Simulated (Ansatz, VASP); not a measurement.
**Zn: VASP beside Ansatz**

```xyz
4
Lattice="2.2391 -2.4782 0.0000 2.2391 2.4782 0.0000 0.0000 0.0000 5.2757" Properties=species:S:1:pos:R:3 pbc="T T T"
Zn    2.2391    1.2390    0.6594
Zn    2.2391   -1.2391    1.9784
Zn    2.2391   -1.2390    4.6163
Zn    2.2391    1.2391    3.2973
```

Alike in both runs: functional r2SCAN; k mesh 6 × 6 × 4; occupations gaussian, width 0.1 eV; no spin polarisation.

Ansatz relaxed the structure, and its values are those at the end. VASP's run is a single point on that final structure, the one shown.

```csv
,VASP,Ansatz
version,VASP 6.6.1,Ansatz 0.2.0
potentials or method,"VASP PAW PBE potentials, release 64 (Zn), cutoff 520 eV","scalar-relativistic, plane waves, PAW"
valence electrons in the cell,48,48
```

```tsv
	VASP	Ansatz	Ansatz less VASP
gap on the k mesh at the Fermi level (eV)	none	none	-
pressure (GPa)	0.5	0.1	-0.42
```

VASP's potentials were made for PBE, not for r2SCAN. A gap of «none» marks a metal or a gap that the smearing closes.
